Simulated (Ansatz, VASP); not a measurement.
## La2SbAs3 in VASP and in Ansatz

```
La Sb As
1.0
     4.72218    0.00000    0.00000
    -2.36109    4.08953    0.00000
     0.00000    0.00000    8.10180
La Sb As
2 1 3
Direct
  0.33333 0.66667 0.75906
  0.33333 0.66667 0.24094
  0.66667 0.33333 0.50000
  0.66667 0.33333 0.00000
  0.00000 0.00000 0.50000
  0.00000 0.00000 0.00000
```

Change from the starting cell: species swapped into the Ce2CuSi3 type (P-6m2, No. 187).

Alike in both runs: functional PBE; k mesh 6 × 6 × 2; occupations gaussian, width 0.1 eV; no spin polarisation.

Ansatz relaxed the structure, and its values are those at the end. VASP's run is a single point on that final structure, the one shown.

```csv
,VASP,Ansatz
version,VASP 6.6.1,Ansatz 0.2.0
potentials or method,"VASP PAW PBE potentials, release 64 (La, Sb, As), cutoff 520 eV","scalar-relativistic, plane waves, PAW"
valence electrons in the cell,42,82
```

VASP gave:

```
gap on the k mesh at the Fermi level (eV) : none
pressure (GPa)                            : 0.2
rms of the force components (eV/Å)        : 0.004
```

Problem. What did Ansatz give for the same quantities?

Solution. gap on the k mesh at the Fermi level (eV): none; pressure (GPa): 0.1; rms of the force components (eV/Å): 0.005.

A gap of «none» marks a metal or a gap that the smearing closes. VASP's potentials hold 42 valence electrons a cell and Ansatz's 82, so a difference there can come from the potentials and not from the codes.

The k mesh is coarse, so the values compare programs but aren't converged. Neither program's run includes spin-orbit coupling.
